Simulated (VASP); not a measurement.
MgO:

```
Mg O
1.0
     3.22245    0.00000    0.00000
    -1.61123    2.79073    0.00000
     0.00000    0.00000    5.16533
Mg O
2 2
Direct
  0.33333 0.66667 0.99609
  0.66667 0.33333 0.49609
  0.33333 0.66667 0.37891
  0.66667 0.33333 0.87891
```

This cell differs from its parent crystal: epitaxial xy strain -2.0%.

Base run:

- Program: VASP 6.6.1
- Functional: r2SCAN
- Potentials or basis: VASP PAW PBE potentials, release 64 (Mg, O)
- Cutoff: 520 eV
- k mesh: 12 × 12 × 6
- Occupations: gaussian, width 0.01 eV
- Spin: no spin polarisation

Its results: band gap on the k mesh 4.47 eV, direct; pressure 2.1 GPa.

Q: The run is repeated on the same cell with these changes: functional from r2SCAN to PBE; occupations from gaussian, width 0.01 eV to fermi-dirac, width 0.02 eV. What comes out?

A: Band gap on the k mesh 3.79 eV, direct; pressure 6.2 GPa.

Caveats: the PAW data sets were made with another functional, which shifts forces and pressure a little (some runs).

A k mesh can miss the band edges.
